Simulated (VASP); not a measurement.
**Sr7Cl16 (a cell with a defect): relaxation of the atoms with PBE**

The system is Sr7Cl16 (a cell with a defect).

```
CELL_PARAMETERS angstrom
0.00000 6.97100 6.97100
6.97100 0.00000 6.97100
6.97100 6.97100 0.00000
ATOMIC_POSITIONS crystal
Sr 0.00000 0.00000 0.50000
Sr 0.00000 0.50000 0.00000
Sr 0.00000 0.50000 0.50000
Sr 0.50000 0.00000 0.00000
Sr 0.50000 0.00000 0.50000
Sr 0.50000 0.50000 0.00000
Sr 0.50000 0.50000 0.50000
Cl 0.12500 0.12500 0.12500
Cl 0.12500 0.12500 0.62500
Cl 0.12500 0.62500 0.12500
Cl 0.12500 0.62500 0.62500
Cl 0.62500 0.12500 0.12500
Cl 0.62500 0.12500 0.62500
Cl 0.62500 0.62500 0.12500
Cl 0.62500 0.62500 0.62500
Cl 0.37500 0.37500 0.37500
Cl 0.37500 0.37500 0.87500
Cl 0.37500 0.87500 0.37500
Cl 0.37500 0.87500 0.87500
Cl 0.87500 0.37500 0.37500
Cl 0.87500 0.37500 0.87500
Cl 0.87500 0.87500 0.37500
Cl 0.87500 0.87500 0.87500
```

This cell differs from its parent crystal: atoms taken out.

```json
{"Program": "VASP 6.6.1", "Task": "relaxation of the atoms", "Functional": "PBE", "Potentials or basis": "VASP PAW PBE potentials, release 64 (Sr_sv, Cl)", "Cutoff": "520 eV", "k mesh": "3 × 3 × 3", "Occupations": "fermi-dirac, width 0.01 eV", "Spin": "no spin polarisation", "Dipole correction": "no", "Charge": "-2", "Further INCAR settings": "LREAL = Auto; ALGO = Normal; EDIFF = 1e-07; IBRION = 2; EDIFFG = -0.03; NSW = 60; NELECT = 184.0"}
```

```yaml
Energy_gained_by_relaxing: 14.0 meV/atom
Ionic_steps: 7
Largest_force_after_relaxing: 0.005 eV/Å
```

Forces in eV/Å, atoms in the order of the input:
```
Sr   0.000  0.000  0.000
Sr   0.000  0.000  0.000
Sr   0.000  0.000  0.000
Sr   0.000  0.000  0.000
Sr   0.000  0.000  0.000
Sr   0.000  0.000  0.000
Sr   0.000  0.000  0.000
Cl   0.003  0.003  0.003
Cl  -0.003 -0.003  0.003
Cl  -0.003  0.003 -0.003
Cl  -0.001  0.001  0.001
Cl   0.003 -0.003 -0.003
Cl   0.001 -0.001  0.001
Cl   0.001  0.001 -0.001
Cl  -0.001 -0.001 -0.001
Cl   0.001  0.001  0.001
Cl  -0.001 -0.001  0.001
Cl  -0.001  0.001 -0.001
Cl  -0.003  0.003  0.003
Cl   0.001 -0.001 -0.001
Cl   0.003 -0.003  0.003
Cl   0.003  0.003 -0.003
Cl  -0.003 -0.003 -0.003
```

Step by step:
```csv
step,energy change (eV),largest force (eV/Å),pressure (GPa)
1,0.0000,0.4100,3.59
2,-0.0780,0.3559,3.67
3,-0.2442,0.2116,3.92
4,-0.2824,0.2257,4.53
5,-0.3131,0.1018,4.27
6,-0.3213,0.0354,4.30
7,-0.3226,0.0046,4.32
```

Final structure:
```yaml
crystal:
  lattice:
    - [0.00000, 6.97100, 6.97100]
    - [6.97100, 0.00000, 6.97100]
    - [6.97100, 6.97100, 0.00000]
  atoms:
    - { symbol: Sr, position: [0.00000, 0.00000, 0.50000] }
    - { symbol: Sr, position: [0.00000, 0.50000, 0.00000] }
    - { symbol: Sr, position: [0.00000, 0.50000, 0.50000] }
    - { symbol: Sr, position: [0.50000, 0.00000, 0.00000] }
    - { symbol: Sr, position: [0.50000, 0.00000, 0.50000] }
    - { symbol: Sr, position: [0.50000, 0.50000, 0.00000] }
    - { symbol: Sr, position: [0.50000, 0.50000, 0.50000] }
    - { symbol: Cl, position: [0.13182, 0.13182, 0.13182] }
    - { symbol: Cl, position: [0.13182, 0.13182, 0.60453] }
    - { symbol: Cl, position: [0.13182, 0.60453, 0.13182] }
    - { symbol: Cl, position: [0.13330, 0.62223, 0.62223] }
    - { symbol: Cl, position: [0.60453, 0.13182, 0.13182] }
    - { symbol: Cl, position: [0.62223, 0.13330, 0.62223] }
    - { symbol: Cl, position: [0.62223, 0.62223, 0.13330] }
    - { symbol: Cl, position: [0.62223, 0.62223, 0.62223] }
    - { symbol: Cl, position: [0.37777, 0.37777, 0.37777] }
    - { symbol: Cl, position: [0.37777, 0.37777, 0.86670] }
    - { symbol: Cl, position: [0.37777, 0.86670, 0.37777] }
    - { symbol: Cl, position: [0.39547, 0.86818, 0.86818] }
    - { symbol: Cl, position: [0.86670, 0.37777, 0.37777] }
    - { symbol: Cl, position: [0.86818, 0.39547, 0.86818] }
    - { symbol: Cl, position: [0.86818, 0.86818, 0.39547] }
    - { symbol: Cl, position: [0.86818, 0.86818, 0.86818] }
```

Levels at points of the mesh, in eV from the Fermi level:
| k point | band 90 | band 91 | band 92 | band 93 | band 94 | band 95 |
| --- | --- | --- | --- | --- | --- | --- |
| (0.00, 0.00, 0.00) | -0.43 | -0.43 | -0.21 | 4.89 | 5.00 | 5.00 |

Wall time 17 min on 4 MPI ranks on Intel(R) Xeon(R) Platinum 8488C (Sapphire Rapids), on a shared host, peak memory 1.2 GiB a rank.

Caveat: the cell carries a net charge on a neutralising background, which shifts energy and pressure; the cell differs from its parent crystal (atoms taken out); the cell is charged against a uniform background, so pressure and absolute levels hang on convention.
